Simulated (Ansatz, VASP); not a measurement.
**One calculation of HfC, two programs**

File POSCAR:

```
HfC
1.0
    0.0000000000      2.3250000000      2.3250000000
    2.3250000000      0.0000000000      2.3250000000
    2.3250000000      2.3250000000      0.0000000000
Hf C
1 1
Direct
    0.5000000000      0.5000000000      0.5000000000
    0.0000000000      0.0000000000      0.0000000000
```

File INCAR.step1:

```
ALGO     = Normal         # electronic algorithm
EDIFF    = 1E-5           # SCF threshold, eV
ENCUT    = 600            # plane-wave cutoff, eV
GGA      = PE             # functional
ISMEAR   = -1             # smearing method
LASPH    = T              # aspherical terms in the spheres
LCHARG   = F              # write CHGCAR
LREAL    = F              # projectors in reciprocal space
LWAVE    = T              # write WAVECAR
NBANDS   = 14             # bands
NELM     = 60             # most SCF steps
PREC     = Accurate       # precision mode
SIGMA    = 0.05           # smearing width, eV
```

Contents of INCAR.step2:

```
AEXX     = 0.25           # exact-exchange fraction
ALGO     = Normal         # electronic algorithm
EDIFF    = 1E-6           # SCF threshold, eV
EDIFFG   = -0.01          # ionic threshold
ENCUT    = 600            # plane-wave cutoff, eV
GGA      = PS             # functional
HFSCREEN = 0.207          # screening, 1/A
IBRION   = 2              # ionic algorithm
ISIF     = 3              # what is computed and relaxed
ISMEAR   = -1             # smearing method
ISTART   = 1            
LASPH    = T              # aspherical terms in the spheres
LCHARG   = F              # write CHGCAR
LHFCALC  = T              # exact exchange
LREAL    = F              # projectors in reciprocal space
LWAVE    = F              # write WAVECAR
NELM     = 60             # most SCF steps
NSW      = 60             # ionic steps
PREC     = Accurate       # precision mode
PRECFOCK = Normal       
SIGMA    = 0.05           # smearing width, eV
```

The input KPOINTS:

```
k-points
0
Gamma
  5 5 5
```

Contents of input.yaml:

```yaml
crystal:
  lattice:
    - [0.0, 2.325, 2.325]
    - [2.325, 0.0, 2.325]
    - [2.325, 2.325, 0.0]
  atoms:
    - { symbol: Hf, position: [0.5, 0.5, 0.5] }
    - { symbol: C, position: [0.0, 0.0, 0.0] }
hamiltonian:
  xc:
    exchange: hjs_pbesol
    correlation: pbesol
    exx: { coeff: 0.25, omega: 0.207 }
  pseudopotentials: { kind: paw }
kpoints:
  mp_grid: { grid: [5, 5, 5] }
scf:
  occupations: { method: fermi_dirac, width: 0.05 }
output:
  forces: true
  stress: true
  eigenvalues: true
  write_density: true
  write_potential: true
  elf: true
  volumetric_format: npy
relax:
  f_tol: 0.01
  max_steps: 40
  cell: { stress_tol: 0.05 }
```

Alike in both runs: task relaxation of cell and atoms; functional PBEsol-based screened hybrid with a share of 0.25 of exact exchange and HFSCREEN = 0.207; k mesh 5 × 5 × 5; occupations fermi-dirac, width 0.05 eV; no spin polarisation.

|  | VASP | Ansatz |
| --- | --- | --- |
| version | VASP 6.6.1 | Ansatz 0.2.0 |
| potentials or method | VASP PAW PBE potentials, release 64 (Hf_pv, C) | Ansatz PAW |
| plane-wave cutoff (eV) | 600 | 420 |
| valence electrons in the cell | 14 | 30 |

```tsv
	VASP	Ansatz	Ansatz less VASP
gap on the k mesh at the Fermi level, each at its own relaxed structure (eV)	none	none	-
relaxed volume (Å³/atom)	12.16	12.30	+0.139
relaxed length of the cell vector where the two differ most in proportion (Å)	3.252	3.264	+0.0123
```

VASP's potentials were made for PBE, not for PBEsol-based screened hybrid. A gap of «none» marks a metal or a gap that the smearing closes. VASP's potentials hold 14 valence electrons a cell and Ansatz's 30, so a difference there can come from the potentials and not from the codes.

The k mesh is coarse, so the values compare programs but aren't converged. Neither program's run includes spin-orbit coupling. Noted on Ansatz's run: the plane-wave basis is chosen anew once the cell has moved, so the energies of steps on either side of that aren't comparable.
